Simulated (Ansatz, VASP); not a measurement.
Zn: VASP beside Ansatz

Contents of INCAR:

```
  PREC = Accurate
  ENCUT = 520
  EDIFF = 1E-6
  ISMEAR = -1
  SIGMA = 0.03
  LREAL = F
  LASPH = T
  NELM = 80
  ALGO = Normal
  ISIF = 2
  LWAVE = F
  LCHARG = F
  GGA = PE
  NBANDS = 19
```

Contents of KPOINTS:

```
regular mesh
0
Gamma
  18 18 8
```

File POSCAR:

```
Zn
1.0
    2.5848541116      0.0000000000      0.0000000000
   -1.2924270558      2.2385493257      0.0000000000
    0.0000000000      0.0000000000      4.9467000000
Zn
2
Direct
    0.3333333333      0.6666666667      0.2500000000
    0.6666666667      0.3333333333      0.7500000000
```

Input for Ansatz:

```yaml
crystal:
  lattice:
    - [2.5848541116, 0.0, 0.0]
    - [-1.2924270558, 2.2385493257, 0.0]
    - [0.0, 0.0, 4.9467]
  atoms:
    - { symbol: Zn, position: [0.3333333333, 0.6666666667, 0.25] }
    - { symbol: Zn, position: [0.6666666667, 0.3333333333, 0.75] }
kpoints:
  mp_grid: { grid: [18, 18, 8] }
  band_path:
    path:
      - [0.0, 0.0, 0.0]
      - [0.5, 0.0, 0.0]
      - [0.3333333333, 0.3333333333, 0.0]
      - [0.0, 0.0, 0.0]
      - [0.0, 0.0, 0.5]
      - [0.5, 0.0, 0.5]
      - [0.3333333333, 0.3333333333, 0.5]
      - [0.0, 0.0, 0.5]
      - [0.5, 0.0, 0.5]
    npoints: 5
scf:
  occupations: { method: fermi_dirac, width: 0.03 }
hamiltonian:
  xc: pbe
  pseudopotentials: { kind: all_electron, lapw: { basis_error: 0.00025 } }
output:
  forces: true
  stress: true
  eigenvalues: true
```

Change from the starting cell: equal xx and yy strain of -3 %.

Alike in both runs: task single point; functional PBE; k mesh 18 × 18 × 8; occupations fermi-dirac, width 0.03 eV; no spin polarisation.

```csv
,VASP,Ansatz
version,VASP 6.6.1,Ansatz 0.2.0
potentials or method,"VASP PAW PBE potentials, release 64 (Zn), cutoff 520 eV","all-electron LAPW, scalar-relativistic"
```

|  | VASP | Ansatz | Ansatz less VASP |
| --- | --- | --- | --- |
| pressure (GPa) | 6.2 | 5.7 | -0.46 |
| traceless stress, the component that is largest in VASP (GPa) | -1.63 | -1.43 | +0.201 |

Ansatz ran all-electron here, and VASP with PAW potentials.
